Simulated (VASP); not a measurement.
Write the native input for VASP 6.6.1 that does the following.

| Item | Value |
| --- | --- |
| Task | relaxation of cell and atoms |
| Functional | PBE |
| Potentials or basis | VASP PAW PBE potentials, release 64 (Mg, Be, Te, O) |
| Cutoff | 600 eV |
| k mesh | 10 × 10 × 6 |
| Occupations | gaussian, width 0.1 eV |
| Spin | no spin polarisation |
| Dipole correction | no |
| Further INCAR settings | ALGO = Normal; EDIFF = 1e-06; IBRION = 2; EDIFFG = -0.01; NSW = 100; ISIF = 3 |

The structure of MgBe2Te2O lies in POSCAR:

```
MgBe2Te2O
1.0
    3.6330955055      0.0000000000      0.0000000000
    0.0000000000      3.6330955055      0.0000000000
    0.0000000000      0.0000000000      7.7318184146
Mg Be Te O
1 2 2 1
Direct
    0.0000000000      0.0000000000      0.5000000000
    0.0000000000      0.5000000000      0.0000000000
    0.5000000000      0.0000000000      0.0000000000
    0.5000000000      0.5000000000      0.2661864829
    0.5000000000      0.5000000000      0.7338135171
    0.0000000000      0.0000000000      0.0000000000
```

These files were run (other wordings do the same):

INCAR

```
SYSTEM = MgBe2Te2O
ALGO = Normal ; EDIFF = 1E-6
EDIFFG = -0.01 ; ENCUT = 600
GGA = PE ; IBRION = 2
ISIF = 3 ; ISMEAR = 0
LASPH = .True. ; LCHARG = .False.
LREAL = .False. ; LWAVE = .False.
NELM = 100 ; NSW = 100
PREC = Accurate ; SIGMA = 0.1
```

KPOINTS

```
k-points
0
Gamma
  10 10 6
  0 0 0
```

Potentials or basis: VASP PAW PBE potentials, release 64 (Mg, Be, Te, O).

The run is started by

```console
$ cat potpaw_PBE.64/Mg/POTCAR potpaw_PBE.64/Be/POTCAR potpaw_PBE.64/Te/POTCAR potpaw_PBE.64/O/POTCAR > POTCAR
$ mpirun -np 1 vasp_std > vasp.out
```

Results of the run:

```
Relaxed volume                         : 16.91 Å³/atom
Relaxed cell                           : a = 3.638 Å, b = 3.638 Å, c = 7.668 Å, α = 90.00°, β = 90.00°, γ = 90.00°
Space group after relaxing (to 0.05 Å) : P4/mmm (No. 123)
Energy gained by relaxing              : 0.8 meV/atom
Ionic steps                            : 7
Pressure after relaxing                : 0.0 GPa
Largest force after relaxing           : 0.006 eV/Å
Band gap on the k mesh                 : zero (band 12 reaches 7.25 eV, above the bottom of band 13 at 6.59 eV)
```

Caveat: spin-orbit coupling is left out, which moves the levels of the heavy elements.

It took 5.1 min on 1 thread of Intel(R) Xeon(R) 6975P-C (Granite Rapids), with other jobs on the host, peak memory 0.4 GiB.
